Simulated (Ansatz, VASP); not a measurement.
Two plane-wave programs on RbBr

The input POSCAR:

```
RbBr
1.0
    0.0000000000      3.8694967701      3.8694967701
    3.9437911081      0.0000000000      3.8694967701
    3.9437911081      3.8694967701      0.0000000000
Rb Br
1 1
Direct
    0.0000000000      0.0000000000      0.0000000000
    0.2500000000      0.2500000000      0.2500000000
```

The input INCAR.step1:

```
PREC     = Accurate       # precision mode
ENCUT    = 520            # plane-wave cutoff, eV
ISMEAR   = 0              # smearing method
SIGMA    = 0.01           # smearing width, eV
LREAL    = False          # projectors in reciprocal space
LASPH    = True           # aspherical terms in the spheres
NELM     = 60             # most SCF steps
NBANDS   = 15             # bands
GGA      = PE             # functional
ALGO     = Normal         # electronic algorithm
EDIFF    = 1E-4           # SCF threshold, eV
LWAVE    = True           # write WAVECAR
LCHARG   = False          # write CHGCAR
```

The input INCAR.step2:

```
PREC     = Accurate       # precision mode
ENCUT    = 520            # plane-wave cutoff, eV
EDIFF    = 1E-6           # SCF threshold, eV
ISMEAR   = 0              # smearing method
SIGMA    = 0.01           # smearing width, eV
LREAL    = False          # projectors in reciprocal space
LASPH    = True           # aspherical terms in the spheres
NELM     = 60             # most SCF steps
ALGO     = Normal         # electronic algorithm
ISIF     = 2              # what is computed and relaxed
LWAVE    = False          # write WAVECAR
LCHARG   = True           # write CHGCAR
METAGGA  = R2SCAN         # meta-GGA
LMIXTAU  = True         
LELF     = True           # ELF
LVHAR    = True         
NBANDS   = 15             # bands
ISTART   = 1
```

KPOINTS

```
regular mesh
0
Gamma
  6 6 6
```

Input for Ansatz:

```yaml
crystal:
  lattice:
    - [0.0, 3.8694967701, 3.8694967701]
    - [3.9437911081, 0.0, 3.8694967701]
    - [3.9437911081, 3.8694967701, 0.0]
  atoms:
    - { symbol: Rb, position: [0.0, 0.0, 0.0] }
    - { symbol: Br, position: [0.25, 0.25, 0.25] }
kpoints:
  mp_grid: { grid: [6, 6, 6] }
  band_path:
    path:
      - [0.0, 0.0, 0.0]
      - [-0.5, -0.5, 0.0]
      - [-0.375, -0.375, 0.25]
      - [-0.375, 0.0, 0.375]
      - [0.0, 0.0, 0.5]
      - [-0.5, -0.25, 0.25]
      - [0.0, 0.5, 0.5]
    npoints: 1
hamiltonian:
  xc: r2scan
scf:
  occupations: { method: fixed }
  n_extra_bands: 4
output:
  forces: true
  stress: true
  eigenvalues: true
```

Change from the starting cell: uniaxial_x strain +1.9%.

Alike in both runs: task single point; functional r2SCAN; k mesh 6 × 6 × 6; no spin polarisation.

```csv
,VASP,Ansatz
version,VASP 6.6.1,Ansatz 0.2.0
potentials or method,"VASP PAW PBE potentials, release 64 (Rb_sv, Br)","plane waves, PAW"
plane-wave cutoff (eV),520,500
occupations,"gaussian, width 0.01 eV",fixed
valence electrons in the cell,16,16
```

|  | VASP | Ansatz | Ansatz less VASP |
| --- | --- | --- | --- |
| gap on the k mesh at the Fermi level (eV) | 4.62 | 4.62 | 0.000 |
| pressure (GPa) | -0.2 | -0.2 | -0.01 |

VASP's potentials were made for PBE, not for r2SCAN.
